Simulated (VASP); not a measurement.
Wanted: the native input for a VASP 6.6.1 run.

| Quantity | Value |
| --- | --- |
| Task | single point |
| Functional | PBE |
| Potentials or basis | VASP PAW PBE potentials, release 64 (Si, Ge_d) |
| Cutoff | 520 eV |
| k mesh | 6 × 6 × 2 |
| Occupations | gaussian, width 0.1 eV |
| Spin | no spin polarisation |
| Dipole correction | no |
| Further INCAR settings | ALGO = Normal; EDIFF = 1e-06; NBANDS = 28 |

The structure of Si3Ge2 lies in POSCAR:

```
Si3Ge2
1.0
    2.7455673400      0.0000000000      0.0000000000
   -1.3727836700      2.3777310700      0.0000000000
    0.0000000000      0.0000000000     12.8912367000
Si Ge
3 2
Direct
    0.0000000000      0.0000000000      0.8000000000
    0.0000000000      0.0000000000      0.0000000000
    0.0000000000      0.0000000000      0.2000000000
    0.0000000000      0.0000000000      0.4000000000
    0.0000000000      0.0000000000      0.6000000000
```

The input as run:

INCAR

```
  PREC = Accurate
  ENCUT = 520
  EDIFF = 1E-6
  ISMEAR = 0
  SIGMA = 0.1
  LREAL = False
  LASPH = True
  NELM = 60
  ALGO = Normal
  ISIF = 2
  LWAVE = False
  LCHARG = False
  GGA = PE
  NBANDS = 28
```

KPOINTS

```
regular mesh
0
Gamma
  6 6 2
```

Potentials or basis: VASP PAW PBE potentials, release 64 (Si, Ge_d).

Command:

```sh
$ cat potpaw_PBE.64/Si/POTCAR potpaw_PBE.64/Ge_d/POTCAR > POTCAR
$ mpirun -np 1 vasp_std > vasp.out
```

It gave:

```yaml
Pressure: 2.0 GPa
Largest_force: 0.547 eV/Å
Band_gap_on_the_k_mesh: zero (bands 20 and 21 overlap by 9.82 eV)
```

Caveat: the k points lie up to 0.44 Å⁻¹ apart, too coarse for converged energies and pressures of a metal.

It took 70 s on 1 thread of Intel Xeon 8259CL (shared host), peak memory 0.19 GiB.
